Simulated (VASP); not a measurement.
# H8C20Cl in VASP: notebook

The runs below take H8C20Cl through single point, with PBE.

Program: VASP 6.6.1. These are calculated values, not measurements. Logs are shortened: lines on timing, memory, paths and dates and some standing lists are left out, and cuts for length are marked.

## 1. The cell of the first run

The cell holds a slab with vacuum, 58 atoms: a = 5.049 Å, b = 10.097 Å, c = 17.165 Å, α = 90.00°, β = 90.00°, γ = 90.00°.

## 2. Single point, PBE

File INCAR:

```
PREC     = Accurate       # precision mode
ENCUT    = 520            # plane-wave cutoff, eV
EDIFF    = 1E-6           # SCF threshold, eV
ISMEAR   = -1             # smearing method
SIGMA    = 0.002          # smearing width, eV
LREAL    = Auto         
LASPH    = True           # aspherical terms in the spheres
NELM     = 60             # most SCF steps
ALGO     = Normal         # electronic algorithm
ISIF     = 2              # what is computed and relaxed
LWAVE    = False          # write WAVECAR
LCHARG   = False          # write CHGCAR
GGA      = PE             # functional
NBANDS   = 130            # bands
```

File KPOINTS:

```
Automatic mesh
0
Gamma
  2 1 1
```

File POSCAR:

```
H8C20Cl
1.0
    5.0487420000      0.0000000000      0.0000000000
    0.0000000000     10.0974850000      0.0000000000
    0.0000000000      0.0000000000     17.1647000000
H C Cl
16 40 2
Direct
    0.4277897346      0.0000000000      0.0582591015
    0.0722160095      0.0000000000      0.0582591015
    0.9277954786      0.0000000000      0.0582591015
    0.5722217535      0.0000000000      0.0582591015
    0.4277897346      0.2500028472      0.0582591015
    0.0722160095      0.2500028472      0.0582591015
    0.9277954786      0.2500028472      0.0582591015
    0.5722217535      0.2500028472      0.0582591015
    0.4277897346      0.4999957910      0.0582591015
    0.0722160095      0.4999957910      0.0582591015
    0.9277954786      0.4999957910      0.0582591015
    0.5722217535      0.4999957910      0.0582591015
    0.4277897346      0.7499986383      0.0582591015
    0.0722160095      0.7499986383      0.0582591015
    0.9277954786      0.7499986383      0.0582591015
    0.5722217535      0.7499986383      0.0582591015
    0.2500028720      0.0000000000      0.0952361533
    0.7500086160      0.0000000000      0.0952361533
    0.2500028720      0.2500028472      0.0952361533
    0.7500086160      0.2500028472      0.0952361533
    0.2500028720      0.4999957910      0.0952361533
    0.7500086160      0.4999957910      0.0952361533
    0.2500028720      0.7499986383      0.0952361533
    0.7500086160      0.7499986383      0.0952361533
    0.2500028720      0.1250014236      0.1472324014
    0.7500086160      0.1250014236      0.1472324014
    0.2500028720      0.3750042709      0.1472324014
    0.7500086160      0.3750042709      0.1472324014
    0.2500028720      0.6249972147      0.1472324014
    0.7500086160      0.6249972147      0.1472324014
    0.2500028720      0.8750000619      0.1472324014
    0.7500086160      0.8750000619      0.1472324014
   -0.0005149798      0.1313198287      0.2002714874
    0.5007980206      0.1314683805      0.2003880056
   -0.0000990346      0.3671211198      0.2041282399
    0.5002632339      0.3669527610      0.2042272804
    0.0000000000      0.6313750404      0.2003938315
    0.5000255509      0.6313750404      0.2003938315
    0.0000198069      0.8670772970      0.2042214545
    0.5000849717      0.8671466212      0.2042680618
    0.0002178761     -0.0007427592      0.2515453227
    0.5003820754     -0.0008318903      0.2515103672
    0.0002574899      0.2488441429      0.2621368273
    0.5009564759      0.2493393157      0.2621776087
   -0.0000198069      0.4993223560      0.2518133145
    0.4999661302      0.4992629353      0.2518249664
    0.0000000000      0.7486517682      0.2628359365
    0.5000057440      0.7486814786      0.2628475884
    0.2501019066      0.0594702542      0.2922101755
    0.7516525899      0.0579847358      0.2929209366
    0.2511912869      0.1990495653      0.2995974296
    0.7515535553      0.1985741994      0.3011005144
    0.2499830651      0.5594165280      0.2936433494
    0.7499888091      0.5594165280      0.2936316976
    0.2499830651      0.6972330239      0.3020792673
    0.7500482298      0.6972924446      0.3020792673
    0.1611688615      0.0870414762      0.4206423649
    0.5194561338      0.1819958138      0.4223377047
```

Potentials or basis: VASP PAW PBE potentials, release 64 (H, C, Cl).

On the command line:

```
$ cat potpaw_PBE.64/H/POTCAR potpaw_PBE.64/C/POTCAR potpaw_PBE.64/Cl/POTCAR > POTCAR
$ mpirun -np 1 vasp_std > vasp.out
```

OUTCAR:

```text
PREC = Accurate
   ENCUT = 520
   EDIFF = 1E-6
   ISMEAR = -1
   LREAL = Auto
   LASPH = True
   NELM = 60
   ISIF = 2
   GGA = PE

 ion  position               nearest neighbor table
   1  0.428  0.000  0.058-   4 0.73  17 1.10
   2  0.072  0.000  0.058-   3 0.73  17 1.10
   3  0.928  0.000  0.058-   2 0.73  18 1.10
   4  0.572  0.000  0.058-   1 0.73  18 1.10
   5  0.428  0.250  0.058-   8 0.73  19 1.10
   6  0.072  0.250  0.058-   7 0.73  19 1.10
[... 8 lines left out ...]
  15  0.928  0.750  0.058-  14 0.73  24 1.10
  16  0.572  0.750  0.058-  13 0.73  24 1.10
  17  0.250  0.000  0.095-   2 1.10   1 1.10  31 1.55  25 1.55
  18  0.750  0.000  0.095-   4 1.10   3 1.10  32 1.55  26 1.55
  19  0.250  0.250  0.095-   6 1.10   5 1.10  25 1.55  27 1.55
  20  0.750  0.250  0.095-   8 1.10   7 1.10  26 1.55  28 1.55
  21  0.250  0.500  0.095-  10 1.10   9 1.10  27 1.55  29 1.55
  22  0.750  0.500  0.095-  12 1.10  11 1.10  28 1.55  30 1.55
[... 25 lines left out ...]
  48  0.500  0.749  0.263-  56 1.52  55 1.52  40 1.56  38 1.60
  49  0.250  0.059  0.292-  51 1.42  41 1.56  42 1.57  57 2.27
  50  0.752  0.058  0.293-  52 1.43  41 1.56  42 1.57
  51  0.251  0.199  0.300-  49 1.42  44 1.50  43 1.51
  52  0.752  0.199  0.301-  50 1.43  43 1.51  44 1.52
  53  0.250  0.559  0.294-  55 1.40  45 1.57  46 1.57
  54  0.750  0.559  0.294-  56 1.40  45 1.57  46 1.57
  55  0.250  0.697  0.302-  53 1.40  47 1.52  48 1.52
  56  0.750  0.697  0.302-  54 1.40  47 1.52  48 1.52
  57  0.161  0.087  0.421-  58 2.05  49 2.27
  58  0.519  0.182  0.422-  57 2.05

  LATTYP: Found a simple orthorhombic cell.
 ALAT       =     5.0487420000
 B/A-ratio  =     2.0000001981
 C/A-ratio  =     3.3997974149

  Lattice vectors:

 A1 = (   5.0487420000,   0.0000000000,   0.0000000000)
 A2 = (   0.0000000000,  10.0974850000,   0.0000000000)
 A3 = (   0.0000000000,   0.0000000000,  17.1647000000)

Analysis of symmetry for initial positions (statically):
=====================================================================
 Subroutine PRICEL returns:
 Original cell was already a primitive cell.

 Routine SETGRP: Setting up the symmetry group for a
 simple orthorhombic supercell.

 Subroutine GETGRP returns: Found  1 space group operations
 (whereof  1 operations were pure point group operations)
 out of a pool of  8 trial point group operations.

The static configuration has the point symmetry C_1 .

Analysis of symmetry for dynamics (positions and initial velocities):
=====================================================================
 Subroutine PRICEL returns:
 Original cell was already a primitive cell.

 Routine SETGRP: Setting up the symmetry group for a
 simple orthorhombic supercell.

 Subroutine GETGRP returns: Found  1 space group operations
 (whereof  1 operations were pure point group operations)
 out of a pool of  8 trial point group operations.

The dynamic configuration has the point symmetry C_1 .

 Subroutine INISYM returns: Found  1 space group operations
 (whereof  1 operations are pure point group operations),
 and found     1 'primitive' translations

----------------------------------------------------------------------------------------

                                     Primitive cell

  volume of cell :     875.0495

  direct lattice vectors                    reciprocal lattice vectors
     5.048742000  0.000000000  0.000000000     0.198069143  0.000000000  0.000000000
     0.000000000 10.097485000  0.000000000     0.000000000  0.099034562  0.000000000
     0.000000000  0.000000000 17.164700000     0.000000000  0.000000000  0.058259102

  length of vectors
     5.048742000 10.097485000 17.164700000     0.198069143  0.099034562  0.058259102

  position of ions in fractional coordinates (direct lattice)
     0.427789735  0.000000000  0.058259101
     0.072216010  0.000000000  0.058259101
     0.927795479  0.000000000  0.058259101
     0.572221754  0.000000000  0.058259101
     0.427789735  0.250002847  0.058259101
     0.072216010  0.250002847  0.058259101
[... 50 lines left out ...]
     0.161168862  0.087041476  0.420642365
     0.519456134  0.181995814  0.422337705

  ion indices of the primitive-cell ions
   primitive index   ion index
                 1           1
                 2           2
                 3           3
                 4           4
                 5           5
                 6           6
[... 50 lines left out ...]
                57          57
                58          58

----------------------------------------------------------------------------------------

 KPOINTS: Automatic mesh

Automatic generation of k-mesh.
 Grid dimensions read from file:
 generate k-points for:    2    1    1

 Generating k-lattice:

  Cartesian coordinates                     Fractional coordinates (reciprocal lattice)
     0.099034571  0.000000000  0.000000000     0.500000000  0.000000000  0.000000000
     0.000000000  0.099034562  0.000000000     0.000000000  1.000000000  0.000000000
     0.000000000  0.000000000  0.058259102     0.000000000  0.000000000  1.000000000

  Length of vectors
     0.099034571  0.099034562  0.058259102

  Shift w.r.t. Gamma in fractional coordinates (k-lattice)
     0.000000000  0.000000000  0.000000000

 Subroutine IBZKPT returns following result:
 ===========================================

 Found      2 irreducible k-points:

 Following reciprocal coordinates:
            Coordinates               Weight
  0.000000  0.000000  0.000000      1.000000
  0.500000  0.000000  0.000000      1.000000
   k-points           NKPTS =      2   k-points in BZ     NKDIM =      2   number of bands    NBANDS=    130
   number of dos      NEDOS =    301   number of ions     NIONS =     58
   total plane-waves  NPLWV = 409600
   dimension x,y,z NGX =    40 NGY =   80 NGZ =  128
   dimension x,y,z NGXF=    80 NGYF=  160 NGZF=  256
   ions per type =              16  40   2
   NGX,Y,Z   is equivalent  to a cutoff of  13.17, 13.17, 12.40 a.u.
   NGXF,Y,Z  is equivalent  to a cutoff of  26.34, 26.34, 24.79 a.u.
 SYSTEM =  unknown system
   PREC   = accura    normal or accurate (medium, high low for compatibility)
   ISTART =      0    job   : 0-new  1-cont  2-samecut
   ICHARG =      2    charge: 1-file 2-atom 10-const
   ISPIN  =      1    spin polarized calculation?
   LNONCOLLINEAR =      F non collinear calculations
   LSORBIT =      F    spin-orbit coupling
   LASPH  =      T    aspherical Exc in radial PAW
   ENCUT  =  520.0 eV  38.22 Ry    6.18 a.u.   9.39 18.77 31.91*2*pi/ulx,y,z
   NELM   =     60;   NELMIN=  2; NELMDL= -5     # of ELM steps
   EDIFF  = 0.1E-05   stopping-criterion for ELM
   LREAL  =      T    real-space projection
   EDIFFG = 0.1E-04   stopping-criterion for IOM
   NSW    =      0    number of steps for IOM
   IBRION =     -1    ionic relax: 0-MD 1-quasi-New 2-CG
   NFREE  =      0    steps in history (QN), initial steepest desc. (CG)
   ISIF   =      2    stress and relaxation
   ISYM   =      2    0-nonsym 1-usesym 2-fastsym
   POTIM  = 0.5000    time-step for ionic-motion
   TEBEG  =    0.0;   TEEND  =   0.0 temperature during run
   PSTRESS=    0.0 pullay stress
   NELECT =     190.0000    total number of electrons
   NUPDOWN=      -1.0000    fix difference up-down
   EMIN   =  10.00;   EMAX   =-10.00  energy-range for DOS
   EFERMI =   0.00;   METHOD = LEGACY
   ISMEAR =    -1;   SIGMA  =   0.00  broadening in eV -4-tet -1-fermi 0-gaus
   EFERMI_NEDOS =   21; number of points for ismear=-14 and -15
   IALGO  =     38    algorithm
   IMIX   =      4    mixing-type and parameters
     AMIX     =   0.40;   BMIX     =  1.00
     AMIX_MAG =   1.60;   BMIX_MAG =  1.00
  volume/ion in A,a.u.               =      15.09       101.81
  Fermi-wavevector in a.u.,A,eV,Ry     =   0.983970  1.859434 13.173118  0.968197
  Thomas-Fermi vector in A             =   2.115168
   LORBIT       =      0    0 simple, 1 ext, 2 COOP (PROOUT), +10 PAW based schemes
   GGA     = PE    functional components
   LHFCALC =     F    Hartree Fock is set to
   AEXX    =    0.0000 exact exchange contribution
   IVDW    =     0    specifies the selected vdW correction
   LEPSILON=     F    determine dielectric tensor
   LRPA    =     F    only Hartree local field effects (RPA)
 non-spin polarized calculation
  energy-cutoff  :      520.00
  volume of cell :      875.05
 maximum number of plane-waves:     23593
 NGX is ok and might be reduce to    40
   NGX = 19   NGY = 37   NGZ = 63

 number of electron     190.0000009 magnetization

 Free energy of the ion-electron system (eV)
  ---------------------------------------------------
  ext. energy  EPLUGINS =         0.00000000
  ---------------------------------------------------
  free energy    TOTEN  =      -375.95823054 eV

  energy without entropy =     -375.95823054  energy(sigma->0) =     -375.95823054

 E-fermi :   0.8519     XC(G=0):  -5.3508

 val. band max:        0.7519335520   @ k =   0.5000   0.0000   0.0000
 cond. band min:       1.0078045763   @ k =   0.0000   0.0000   0.0000
 fundamental gap:      0.2558710243
 Fermi energy:         0.8518834187

 k-point     1 :       0.0000    0.0000    0.0000
  band No.  band energies     occupation
      1     -20.9088      2.00000
      2     -20.2371      2.00000
      3     -19.1383      2.00000
      4     -18.8510      2.00000
      5     -18.0129      2.00000
      6     -17.4277      2.00000
[... 99 lines left out ...]
    106       4.1026      0.00000
    107       4.1488      0.00000

 k-point     2 :       0.5000    0.0000    0.0000
  band No.  band energies     occupation
      1     -19.8032      2.00000
      2     -19.7296      2.00000
      3     -19.1214      2.00000
      4     -19.0716      2.00000
      5     -18.0145      2.00000
      6     -18.0113      2.00000
[... 99 lines left out ...]
    106       4.5855      0.00000
    107       4.7426      0.00000
 [bands above 107 left out]

------------------------ aborting loop because EDIFF is reached ----------------------------------------

  FORCE on cell =-STRESS in cart. coord.  units (eV):
  Direction    XX          YY          ZZ          XY          YZ          ZX
  --------------------------------------------------------------------------------------
  -------------------------------------------------------------------------------------
  Total      160.6886439    -15.5341292    -21.4086452      2.9907190    -14.2289402     -4.7533366
  in kB      294.2138790    -28.4423111    -39.1982931      5.4758757    -26.0525672     -8.7031515
  external PRESSURE =      75.5244249 kB  Pullay stress =       0.0000000 kB

 VOLUME and BASIS-vectors are now :
 -----------------------------------------------------------------------------
  energy-cutoff  :      520.00
  volume of cell :      875.05
      direct lattice vectors                 reciprocal lattice vectors
     5.048742000  0.000000000  0.000000000     0.198069143  0.000000000  0.000000000
     0.000000000 10.097485000  0.000000000     0.000000000  0.099034562  0.000000000
     0.000000000  0.000000000 17.164700000     0.000000000  0.000000000  0.058259102

 POSITION                                       TOTAL-FORCE (eV/Angst)
 -----------------------------------------------------------------------------------
      2.15980      0.00000      1.00000        -8.936422     -0.054882      0.103346
      0.36460      0.00000      1.00000         8.921947     -0.059389      0.097837
      4.68420      0.00000      1.00000        -8.918629     -0.059910      0.100131
      2.88900      0.00000      1.00000         8.935869     -0.060889      0.102873
      2.15980      2.52440      1.00000        -8.915654      0.058103      0.008519
      0.36460      2.52440      1.00000         8.913585      0.050689      0.009823
[... 50 lines left out ...]
      0.81370      0.87890      7.22020        -3.833615     -2.785096      2.782887
      2.62260      1.83770      7.24930         1.948993      1.379691      0.179312
 -----------------------------------------------------------------------------------
    total drift:                               -0.024179      0.079797     -0.103656

  FREE ENERGIE OF THE ION-ELECTRON SYSTEM (eV)
  ---------------------------------------------------
  free  energy   TOTEN  =      -375.9582305353 eV

  energy  without entropy=     -375.9582305353  energy(sigma->0) =     -375.95823054
```

Wall time 20 min (1 thread of Oxide Virtual Turin-like, shared host); peak memory 0.81 GiB.

Results:

```
Free energy            : -375.9582 eV
Largest force          : 8.937 eV/Å
Band gap on the k mesh : 0.26 eV (least direct gap 0.36 eV)
```

Forces on the atoms (eV/Å):
```
H   -8.936 -0.055  0.103
H    8.922 -0.059  0.098
H   -8.919 -0.060  0.100
H    8.936 -0.061  0.103
H   -8.916  0.058  0.009
H    8.914  0.051  0.010
H   -8.897  0.042  0.024
H    8.902  0.052  0.022
H   -8.925 -0.067  0.097
H    8.927 -0.065  0.095
H   -8.928 -0.064  0.091
H    8.923 -0.069  0.097
H   -8.909  0.056  0.016
H    8.911  0.059  0.017
H   -8.905  0.062  0.020
H    8.903  0.058  0.017
C    0.015  0.039  1.864
C   -0.015  0.031  1.869
C    0.015 -0.013  0.845
C   -0.006  0.006  0.921
C    0.005  0.045  1.808
C    0.011  0.044  1.797
C    0.008 -0.022  0.861
C   -0.008 -0.023  0.871
C    0.024  1.561 -1.099
C    0.083  1.320 -1.059
C    0.024 -1.585  0.903
C   -0.006 -1.545  0.889
C    0.002  1.427 -0.947
C    0.000  1.424 -0.948
C   -0.003 -1.715  0.937
C    0.015 -1.678  0.957
C    0.140 -1.893 -3.346
C   -0.294 -1.797 -3.157
C    0.017  3.041  0.831
C    0.037  3.116  0.682
C    0.006 -1.830 -3.189
C   -0.010 -1.827 -3.185
C    0.054  2.988  0.860
C   -0.067  2.920  0.856
C   -0.019  3.953  2.216
C    0.393  3.881  2.608
C    0.113 -2.021 -2.138
C    0.303 -2.160 -2.732
C   -0.006  4.342  2.572
C    0.020  4.354  2.581
C   -0.013 -2.842 -2.052
C    0.019 -2.857 -2.047
C   -0.045 -3.943 -0.925
C    0.500 -4.206 -0.356
C    0.872  2.215 -1.749
C   -0.296  1.617 -0.178
C    0.010 -1.985 -0.608
C   -0.013 -1.970 -0.587
C   -0.001 -0.462 -0.650
C   -0.004 -0.484 -0.657
Cl  -3.834 -2.785  2.783
Cl   1.949  1.380  0.179
```

Caveat: the k points lie up to 0.62 Å⁻¹ apart.

[end of part 1 of 2]
